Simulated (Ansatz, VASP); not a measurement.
**Two plane-wave programs on ZrSi2**

```
CELL_PARAMETERS angstrom
1.85208 -7.39367 0.00000
1.85208 7.39367 0.00000
0.00000 0.00000 3.67964
ATOMIC_POSITIONS crystal
Zr 0.89466 0.10534 0.25000
Zr 0.10534 0.89466 0.75000
Si 0.44691 0.55309 0.75000
Si 0.55309 0.44691 0.25000
Si 0.25029 0.74971 0.25000
Si 0.74971 0.25029 0.75000
```

Alike in both runs: functional PBE; k mesh 10 × 10 × 10; occupations gaussian, width 0.1 eV; no spin polarisation.

Ansatz relaxed the structure, and its values are those at the end. VASP's run is a single point on that final structure, the one shown.

|  | VASP | Ansatz |
| --- | --- | --- |
| version | VASP 6.6.1 | Ansatz 0.2.0 |
| potentials or method | VASP PAW PBE potentials, release 64 (Zr_sv, Si), cutoff 520 eV | scalar-relativistic, plane waves, PAW |
| valence electrons in the cell | 40 | 40 |

```tsv
	VASP	Ansatz	Ansatz less VASP
gap on the k mesh at the Fermi level (eV)	none	none	-
pressure (GPa)	0.0	0.0	-0.02
rms of the force components (eV/Å)	0.003	0.000	-0.0029
```

A gap of «none» marks a metal or a gap that the smearing closes.
